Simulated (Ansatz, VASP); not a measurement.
Two plane-wave programs on Mo

INCAR

```
  PREC = Accurate
  ENCUT = 500
  EDIFF = 1E-6
  ISMEAR = -1
  SIGMA = 0.15
  LREAL = False
  LASPH = True
  NELM = 120
  ALGO = Normal
  ISIF = 2
  LWAVE = False
  LCHARG = False
  GGA = PE
  NBANDS = 13
  GGA_COMPAT = False
```

The input KPOINTS:

```
Automatic mesh
0
Gamma
  15 15 15
```

The input POSCAR:

```
Mo
1.0
   -1.5734150000      1.5734150000      1.5734150000
    1.5734150000     -1.5734150000      1.5734150000
    1.5734150000      1.5734150000     -1.5734150000
Mo
1
Direct
    0.0000000000      0.0000000000      0.0000000000
```

Input for Ansatz:

```yaml
crystal:
  lattice:
    - [-1.573415, 1.573415, 1.573415]
    - [1.573415, -1.573415, 1.573415]
    - [1.573415, 1.573415, -1.573415]
  atoms:
    - { symbol: Mo, position: [0.0, 0.0, 0.0] }
kpoints:
  mp_grid:
    grid: [15, 15, 15]
hamiltonian:
  xc: pbe
  pseudopotentials:
    kind: paw
scf:
  occupations:
    method: fermi_dirac
    width: 0.15
output:
  forces: true
  stress: true
  eigenvalues: true
```

Alike in both runs: task single point; functional PBE; k mesh 15 × 15 × 15; occupations fermi-dirac, width 0.15 eV; no spin polarisation.

|  | VASP | Ansatz |
| --- | --- | --- |
| version | VASP 6.6.1 | Ansatz 0.2.0 |
| potentials or method | VASP PAW PBE potentials, release 64 (Mo_sv) | plane waves, PAW |
| plane-wave cutoff (eV) | 500 | 420 |
| valence electrons in the cell | 14 | 14 |

|  | VASP | Ansatz | Ansatz less VASP |
| --- | --- | --- | --- |
| gap on the k mesh at the Fermi level (eV) | none | none | - |
| pressure (GPa) | 4.4 | 3.8 | -0.57 |

A gap of «none» marks a metal or a gap that the smearing closes. With one functional, cell and mesh, what is left measures potentials, basis and numerics.
